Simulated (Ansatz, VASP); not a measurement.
# Te2Mo: VASP beside Ansatz

File INCAR:

```
  PREC = Accurate
  ENCUT = 520
  EDIFF = 1E-6
  ISMEAR = 0
  SIGMA = 0.05
  LREAL = F
  LASPH = T
  NELM = 60
  ALGO = Normal
  ISIF = 2
  LWAVE = F
  LCHARG = F
  GGA = PE
  IVDW = 12
  NBANDS = 20
```

Contents of KPOINTS:

```
Automatic mesh
0
Gamma
  9 9 4
```

The input POSCAR:

```
Te2Mo
1.0
    3.3728278289      0.0000000000      0.0000000000
   -1.6864139145      2.9209545824      0.0000000000
    0.0000000000      0.0000000000      8.1582734926
Te Mo
2 1
Direct
    0.3333333333      0.6666666667      0.7614144829
    0.3333333333      0.6666666667      0.2385855171
    0.0000000000      0.0000000000      0.0000000000
```

Input for Ansatz:

```yaml
crystal:
  lattice:
    - [3.3728278289, 0.0, 0.0]
    - [-1.6864139145, 2.9209545824, 0.0]
    - [0.0, 0.0, 8.1582734926]
  atoms:
    - { symbol: Te, position: [0.3333333333, 0.6666666667, 0.7614144829] }
    - { symbol: Te, position: [0.3333333333, 0.6666666667, 0.2385855171] }
    - { symbol: Mo, position: [0.0, 0.0, 0.0] }
basis:
  ecutwfc: 420
kpoints:
  mp_grid: { grid: [9, 9, 4] }
hamiltonian:
  xc: pbe
  dispersion: d3bj
scf:
  occupations: { method: gaussian, width: 0.05 }
output:
  forces: true
  stress: true
  eigenvalues: true
```

Change from the starting cell: mode 5 frozen in at +0.000 Å, strain +e along z and -e/2 along x and y +0.0700.

Alike in both runs: task single point; functional PBE; dispersion D3(BJ); k mesh 9 × 9 × 4; occupations gaussian, width 0.05 eV; no spin polarisation.

```csv
,VASP,Ansatz
version,VASP 6.6.1,Ansatz 0.2.0
potentials or method,"VASP PAW PBE potentials, release 64 (Te, Mo_sv), cutoff 520 eV","scalar-relativistic, plane waves, PAW"
valence electrons in the cell,26,46
```

```csv
,VASP,Ansatz,Ansatz less VASP
gap on the k mesh at the Fermi level (eV),0.54,0.54,0.000
least direct gap on the mesh (eV),1.07,1.07,-0.002
pressure (GPa),-1.0,-1.0,-0.01
"traceless stress, the component that is largest in VASP (GPa)",-7.36,-7.40,-0.046
rms of the force components (eV/Å),0.416,0.419,+0.0034
```

Atom by atom the forces differ by 0.003 eV/Å (rms over components). VASP's potentials hold 26 valence electrons a cell and Ansatz's 46, so a difference there can come from the potentials and not from the codes.

Spin-orbit coupling is off throughout.
